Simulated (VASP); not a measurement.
# MnO2 (P-3m1) in VASP: notebook, part 2 of 2

VASP 6.6.1. Earlier steps stand in the parts before.

## (4) Single point, PBE0, collinear spin, ferromagnetic start

This run uses another cell than the first one, of 12.61 Å³/atom.

File POSCAR:

```
MnO2
1.0
    2.8457353785      0.0000000000      0.0000000000
   -1.4228676892      2.4644791302      0.0000000000
    0.0000000000      0.0000000000      5.3931262829
Mn O
1 2
Direct
    0.0000000000      0.0000000000      0.5000000000
    0.3333333333      0.6666666667      0.6735326593
    0.6666666667      0.3333333333      0.3264673407
```

File INCAR.step1:

```
PREC = Accurate
ENCUT = 520
EDIFF = 1E-5
ISMEAR = -1
SIGMA = 0.05
LREAL = F
LASPH = T
NELM = 150
ALGO = Normal
ISIF = 2
LWAVE = T
LCHARG = F
ISPIN = 2
MAGMOM = 4 0 0
LORBIT = 11
LMAXMIX = 4
NBANDS = 24
GGA = PE
KPAR = 4
```

File INCAR.step2:

```
PREC = Accurate
ENCUT = 520
EDIFF = 1E-6
ISMEAR = -1
SIGMA = 0.05
LREAL = F
LASPH = T
NELM = 150
ALGO = Normal
ISIF = 2
LWAVE = F
LCHARG = F
ISPIN = 2
MAGMOM = 4 0 0
LORBIT = 11
LMAXMIX = 4
GGA = PE
LHFCALC = T
AEXX = 0.25
PRECFOCK = Normal
NBANDS = 24
ISTART = 1
KPAR = 4
```

File KPOINTS:

```
Automatic mesh
0
Gamma
  6 6 4
```

Potentials or basis: VASP PAW PBE potentials, release 64 (Mn_pv, O).

On the command line:

```
> cat potpaw_PBE.64/Mn_pv/POTCAR potpaw_PBE.64/O/POTCAR > POTCAR
> cp INCAR.step1 INCAR
> mpirun -np 4 vasp_std > vasp.out
> cp INCAR.step2 INCAR
> mpirun -np 4 vasp_std > vasp.out
```

It took 19 min on 4 MPI ranks of Intel Xeon Platinum 8488C (Sapphire Rapids), shared host; peak memory 0.21 GiB.

Results (log left out):

```yaml
Free_energy: -33.9991 eV
Pressure: 1.4 GPa
Largest_force: 0.123 eV/Å
Band_gap_on_the_k_mesh: 4.58 eV (least direct gap 4.91 eV)
Net_moment: 3.00 μB per cell
Site_moments: Mn +3.03; O -0.03 μB
Valence_electrons_inside_the_program's_atomic_spheres: Mn 11.72; O 5.05
```

Forces on the atoms (eV/Å):
```
Mn   0.000  0.000  0.000
O    0.000  0.000  0.123
O    0.000  0.000 -0.123
```

Stress tensor (GPa, compression positive):
```
1.63 0.00 0.00
0.00 1.63 0.00
0.00 0.00 0.79
```

Levels at points of the mesh, in eV from the valence-band top:
Spin up:
```tsv
k point	band 10	band 11	band 12	band 13	band 14	band 15	band 16	band 17	band 18	band 19
(0.00, 0.00, 0.00)	-3.43	-0.71	-0.64	-0.36	-0.36	5.94	5.94	9.96	13.66	15.96
(0.50, 0.00, 0.00)	-3.04	-2.50	-2.12	-1.35	-1.33	5.06	5.80	15.02	15.67	17.43
(0.00, 0.00, 0.50)	-3.43	-1.19	-0.44	-0.37	-0.37	5.95	5.95	11.48	12.45	14.96
(0.50, 0.00, 0.50)	-3.04	-2.49	-2.11	-1.41	-1.18	5.07	5.78	14.38	15.84	16.94
```
Spin down:
| k point | band 9 | band 10 | band 11 | band 12 | band 13 | band 14 |
| --- | --- | --- | --- | --- | --- | --- |
| (0.00, 0.00, 0.00) | -0.64 | -0.52 | -0.52 | 4.63 | 4.63 | 6.48 |
| (0.50, 0.00, 0.00) | -2.36 | -2.19 | -1.24 | 4.90 | 5.54 | 5.87 |
| (0.00, 0.00, 0.50) | -1.13 | -0.52 | -0.52 | 4.63 | 4.63 | 6.55 |
| (0.50, 0.00, 0.50) | -2.33 | -2.18 | -1.07 | 4.89 | 5.54 | 5.87 |

Caveat: the k points lie up to 0.42 Å⁻¹ apart; the PAW data sets were made with another functional, which shifts forces and pressure a little; a cell with one magnetic atom can't hold antiferromagnetic order, which such compounds often take. A k mesh can miss the band edges.

## (5) Single point, BLYP+D4, collinear spin, ferromagnetic start

File INCAR:

```
SYSTEM = MnO2
PREC = Accurate
ENCUT = 700
EDIFF = 1E-6
ISMEAR = -1
SIGMA = 0.05
LREAL = .FALSE.
LASPH = .TRUE.
NELM = 200
ALGO = Normal
ISIF = 2
LWAVE = .FALSE.
LCHARG = .FALSE.
ISPIN = 2
MAGMOM = 4 0 0
LORBIT = 11
LMAXMIX = 4
GGA = B5
ALDAX = 1.0
AGGAX = 1.0
AGGAC = 1.0
ALDAC = 0.0
IVDW = 13
NBANDS = 24
VDW_S6 = 1.0
VDW_S8 = 2.34076671
VDW_A1 = 0.44488865
VDW_A2 = 4.0933009
GGA_COMPAT = .FALSE.
```

File KPOINTS:

```
Automatic mesh
0
G
  11 11 6
  0 0 0
```

File POSCAR:

```
MnO2
1.0
    2.8877420230      0.0000000000      0.0000000000
   -1.4438710115      2.5008579515      0.0000000000
    0.0000000000      0.0000000000      4.3476281153
Mn O
1 2
Direct
    0.0000000000      0.0000000000      0.5000000000
    0.3333333333      0.6666666667      0.7190657288
    0.6666666667      0.3333333333      0.2809342712
```

Potentials or basis: VASP PAW PBE potentials, release 64 (Mn_sv, O).

On the command line:

```
> cat potpaw_PBE.64/Mn_sv/POTCAR potpaw_PBE.64/O/POTCAR > POTCAR
> mpirun -np 1 vasp_std > vasp.out
```

OUTCAR:

```text
SYSTEM = MnO2
   PREC = Accurate
   ENCUT = 700
   EDIFF = 1E-6
   ISMEAR = -1
   LREAL = .FALSE.
   LASPH = .TRUE.
   NELM = 200
   ISIF = 2
   ISPIN = 2
   LORBIT = 11
   GGA = B5
   IVDW = 13

 ion  position               nearest neighbor table
   1  0.000  0.000  0.500-   2 1.92   3 1.92   3 1.92   2 1.92   3 1.92   2 1.92
   2  0.333  0.667  0.719-   1 1.92   1 1.92   1 1.92
   3  0.667  0.333  0.281-   1 1.92   1 1.92   1 1.92

  LATTYP: Found a hexagonal cell.
 ALAT       =     2.8877420230
 C/A-ratio  =     1.5055458835

  Lattice vectors:

 A1 = (   2.8877420230,   0.0000000000,   0.0000000000)
 A2 = (  -1.4438710115,   2.5008579515,   0.0000000000)
 A3 = (   0.0000000000,   0.0000000000,   4.3476281153)

Analysis of symmetry for initial positions (statically):
=====================================================================
 Subroutine PRICEL returns:
 Original cell was already a primitive cell.

 Routine SETGRP: Setting up the symmetry group for a
 hexagonal supercell.

 Subroutine GETGRP returns: Found 12 space group operations
 (whereof 12 operations were pure point group operations)
 out of a pool of 24 trial point group operations.

The static configuration has the point symmetry D_3d.

Analysis of symmetry for dynamics (positions and initial velocities):
=====================================================================
 Subroutine PRICEL returns:
 Original cell was already a primitive cell.

 Routine SETGRP: Setting up the symmetry group for a
 hexagonal supercell.

 Subroutine GETGRP returns: Found 12 space group operations
 (whereof 12 operations were pure point group operations)
 out of a pool of 24 trial point group operations.

The dynamic configuration has the point symmetry D_3d.

Analysis of structural, dynamic, and magnetic symmetry:
=====================================================================
 Subroutine PRICEL returns:
 Original cell was already a primitive cell.

[... 153 lines left out ...]
  free energy    TOTEN  =       -22.67235456 eV

  energy without entropy =      -22.67233861  energy(sigma->0) =      -22.67234659

 E-fermi :   5.5119     XC(G=0): -10.7730

 val. band max:        5.1326977005   @ k =   0.0909   0.0000   0.5000
 cond. band min:       5.8566751836   @ k =   0.0000   0.0000   0.5000
 fundamental gap:      0.7239774831
 Fermi energy:         5.5118944140

 spin component 1

 k-point     1 :       0.0000    0.0000    0.0000
  band No.  band energies     occupation
      1     -76.1605      1.00000
      2     -44.9932      1.00000
      3     -44.9932      1.00000
      4     -44.9853      1.00000
      5     -14.2572      1.00000
      6     -11.9392      1.00000
[... 637 lines left out ...]
     23      24.6591      0.00000
     24      25.8877      0.00000

 [... further k-points ...]

 spin component 2

 k-point     1 :       0.0000    0.0000    0.0000
  band No.  band energies     occupation
      1     -73.0026      1.00000
      2     -41.9901      1.00000
      3     -41.9901      1.00000
      4     -41.8139      1.00000
      5     -14.1157      1.00000
      6     -11.8190      1.00000
[... 637 lines left out ...]
     23      25.0662      0.00000
     24      26.5098      0.00000

 [... further k-points ...]

------------------------ aborting loop because EDIFF is reached ----------------------------------------

  DFT-D4 for vdW energy calculation

  Edisp (eV):   -1.05731

  FORCE on cell =-STRESS in cart. coord.  units (eV):
  Direction    XX          YY          ZZ          XY          YZ          ZX
  --------------------------------------------------------------------------------------
  -------------------------------------------------------------------------------------
  Total       0.03448     0.03448    -0.06039    -0.00000     0.00000     0.00000
  in kB       1.75960     1.75960    -3.08143    -0.00000     0.00000     0.00000
  external pressure =        0.15 kB  Pullay stress =        0.00 kB

 VOLUME and BASIS-vectors are now :
 -----------------------------------------------------------------------------
  energy-cutoff  :      700.00
  volume of cell :       31.40
      direct lattice vectors                 reciprocal lattice vectors
     2.887742023  0.000000000  0.000000000     0.346291321  0.199931387  0.000000000
    -1.443871011  2.500857952  0.000000000     0.000000000  0.399862775  0.000000000
     0.000000000  0.000000000  4.347628115     0.000000000  0.000000000  0.230010473

 POSITION                                       TOTAL-FORCE (eV/Angst)
 -----------------------------------------------------------------------------------
      0.00000      0.00000      2.17381        -0.000000      0.000000      0.000000
     -0.00000      1.66724      3.12623         0.000000     -0.000000      0.009153
      1.44387      0.83362      1.22140        -0.000000      0.000000     -0.009153
 -----------------------------------------------------------------------------------
    total drift:                               -0.000000      0.000000      0.000000

  FREE ENERGIE OF THE ION-ELECTRON SYSTEM (eV)
  ---------------------------------------------------
  free  energy   TOTEN  =       -23.7296631222 eV

  energy  without entropy=      -23.7296471698  energy(sigma->0) =      -23.72965515

 total charge

# of ion       s       p       d       tot
------------------------------------------
    1        2.197   6.101   4.461  12.759
    2        1.571   3.422   0.000   4.993
    3        1.571   3.422   0.000   4.993
--------------------------------------------------
tot          5.340  12.945   4.461  22.745

 magnetization (x)

# of ion       s       p       d       tot
------------------------------------------
    1        0.021   0.015   2.671   2.708
    2        0.004   0.050   0.000   0.055
    3        0.004   0.050   0.000   0.055
--------------------------------------------------
tot          0.030   0.116   2.671   2.817
```

It took 4.3 min on 1 thread of AMD EPYC 7R13 (Zen 3), shared host; peak memory 0.26 GiB.

Results:

| Item | Value |
| --- | --- |
| Free energy | -23.7297 eV |
| Pressure | 0.0 GPa |
| Largest force | 0.009 eV/Å |
| Band gap on the k mesh | 0.72 eV (least direct gap 0.79 eV) |
| Net moment | 3.00 μB per cell |
| Site moments | Mn +2.71; O +0.06 μB |
| Valence electrons inside the program's atomic spheres | Mn 12.76; O 4.99 |
| Dispersion energy per atom | -0.352 eV |

Forces on the atoms (eV/Å):
```
Mn   0.000  0.000  0.000
O    0.000  0.000  0.009
O    0.000  0.000 -0.009
```

Levels at points of the mesh, in eV from the valence-band top:
Spin up:
```tsv
k point	band 13	band 14	band 15	band 16	band 17	band 18
(0.00, 0.00, 0.00)	-1.39	-0.87	-0.45	2.75	2.75	7.36
(0.00, 0.00, 0.50)	-1.48	-1.48	-0.06	2.85	2.85	9.56
```
Spin down:
```tsv
k point	band 10	band 11	band 12	band 13	band 14	band 15
(0.00, 0.00, 0.00)	-1.32	-1.32	-0.67	0.74	0.74	2.26
(0.00, 0.00, 0.50)	-2.44	-1.41	-1.41	0.72	0.72	2.40
```

Caveat: the PAW data sets were made with another functional, which shifts forces and pressure a little; a cell with one magnetic atom can't hold antiferromagnetic order, which such compounds often take. A k mesh can miss the band edges.

## (6) Overview

```csv
level,potentials or basis,cell,k mesh,cutoff (eV),grid for exact exchange (PRECFOCK),share of exact exchange,gap on the mesh (eV),pressure (GPa),moment (μB),largest force (eV/Å)
revPBE+D4,"VASP PAW PBE potentials, release 64 (Mn_pv, O)","a = 2.868, b = 2.868, c = 4.413 Å, angles 90.0, 90.0, 120.0°, 3 atoms, atomic positions A",11 × 11 × 6,520,-,-,0.90,1.1,3.00,0.09
PBE,"VASP PAW PBE potentials, release 64 (Mn_sv, O)","a = 2.857, b = 2.857, c = 4.601 Å, angles 90.0, 90.0, 120.0°, 3 atoms, atomic positions B",11 × 11 × 6,700,-,-,0.83,4.4,3.00,0.20
PBE0,"VASP PAW PBE potentials, release 64 (Mn_pv, O)","a = 2.846, b = 2.846, c = 5.393 Å, angles 90.0, 90.0, 120.0°, 3 atoms, atomic positions C",6 × 6 × 4,520,Normal,0.25,4.58,1.4,3.00,0.12
BLYP+D4,"VASP PAW PBE potentials, release 64 (Mn_sv, O)","a = 2.888, b = 2.888, c = 4.348 Å, angles 90.0, 90.0, 120.0°, 3 atoms, atomic positions D",11 × 11 × 6,700,-,-,0.72,0.0,3.00,0.01
```

Alike in all rows: task single point; spin collinear, ferromagnetic start; smearing fermi-dirac 0.05 eV.

Caveats: some runs use coarse meshes; a cell with one magnetic atom can't hold antiferromagnetic order, which such compounds often take; the PAW data sets were made with another functional, which shifts forces and pressure a little (at least some runs); the cell stands under pressure (at least some runs).

Absolute energies hang on the potentials; compare differences alone.
